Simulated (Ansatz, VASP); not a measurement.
**CdI2 in VASP and in Ansatz**

```
Cd I
1.0
     4.24836    0.00000    0.00000
    -2.12418    3.67918    0.00000
     0.00000    0.00000    6.88442
Cd I
1 2
Direct
  0.00000 0.00000 0.00000
  0.33333 0.66667 0.24956
  0.66667 0.33333 0.75044
```

Alike in both runs: task single point; functional PBEsol; k mesh 6 × 6 × 4; no spin polarisation.

|  | VASP | Ansatz |
| --- | --- | --- |
| version | VASP 6.6.1 | Ansatz 0.2.0 |
| potentials or method | VASP PAW PBE potentials, release 64 (Cd, I) | plane waves, PAW |
| plane-wave cutoff (eV) | 500 | 420 |
| occupations | gaussian, width 0.01 eV | fixed |
| valence electrons in the cell | 26 | 54 |

|  | VASP | Ansatz | Ansatz less VASP |
| --- | --- | --- | --- |
| gap on the k mesh at the Fermi level (eV) | 2.29 | 2.30 | +0.006 |
| pressure (GPa) | -0.5 | -0.6 | -0.12 |
| traceless stress, the component that is largest in VASP (GPa) | 0.05 | 0.06 | +0.009 |
| rms of the force components (eV/Å) | 0.057 | 0.068 | +0.0116 |

VASP's potentials were made for PBE, not for PBEsol. Atom by atom the forces differ by 0.012 eV/Å (rms over components). VASP's potentials hold 26 valence electrons a cell and Ansatz's 54, so a difference there can come from the potentials and not from the codes.

Neither program's run includes spin-orbit coupling.
